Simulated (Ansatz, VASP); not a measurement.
**InSb3 in VASP and in Ansatz**

```
In Sb
1.0
     4.77575    0.16550    0.16550
     0.16550    4.77575    0.16550
     0.16550    0.16550    4.77575
In Sb
1 3
Direct
  0.00000 0.00000 0.00000
  0.50000 0.00000 0.50000
  0.00000 0.50000 0.50000
  0.50000 0.50000 0.00000
```

Change from the starting cell: equal engineering shear yz, xz and xy +0.0700, equal normal strain along x, y and z +0.0100.

Alike in both runs: task single point; functional PBEsol; k mesh 8 × 8 × 8; occupations gaussian, width 0.15 eV; no spin polarisation.

```csv
,VASP,Ansatz
version,VASP 6.6.1,Ansatz 0.2.0
potentials or method,"VASP PAW PBE potentials, release 64 (In_d, Sb), cutoff 520 eV","scalar-relativistic, plane waves, PAW"
valence electrons in the cell,28,58
```

Ansatz gave:

```
gap on the k mesh at the Fermi level (eV)                     : none
pressure (GPa)                                                : -1.0
traceless stress, the component that is largest in VASP (GPa) : -1.15
```

Problem. Which values does VASP return?

Solution. gap on the k mesh at the Fermi level (eV): none; pressure (GPa): -1.0; traceless stress, the component that is largest in VASP (GPa): -1.16.

VASP's potentials were made for PBE, not for PBEsol, and Ansatz warns of the same on its side. A gap of «none» marks a metal or a gap that the smearing closes. VASP's potentials hold 28 valence electrons a cell and Ansatz's 58, so a difference there can come from the potentials and not from the codes.

Neither program's run includes spin-orbit coupling.
